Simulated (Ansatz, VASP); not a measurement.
**Ti in VASP and in Ansatz**

```
Ti
1.0
     0.00000    2.07515    2.07515
     2.07515    0.00000    2.07515
     2.07515    2.07515    0.00000
Ti
1
Direct
  0.00000 0.00000 0.00000
```

Alike in both runs: task single point; functional r2SCAN; k mesh 18 × 18 × 18; occupations gaussian, width 0.1 eV; no spin polarisation.

|  | VASP | Ansatz |
| --- | --- | --- |
| version | VASP 6.6.1 | Ansatz 0.2.0 |
| potentials or method | VASP PAW PBE potentials, release 64 (Ti_sv), cutoff 520 eV | scalar-relativistic, plane waves, PAW |
| valence electrons in the cell | 12 | 12 |

```csv
,VASP,Ansatz,Ansatz less VASP
gap on the k mesh at the Fermi level (eV),none,none,-
pressure (GPa),-2.7,-3.1,-0.36
```

VASP's potentials were made for PBE, not for r2SCAN. A gap of «none» marks a metal or a gap that the smearing closes.
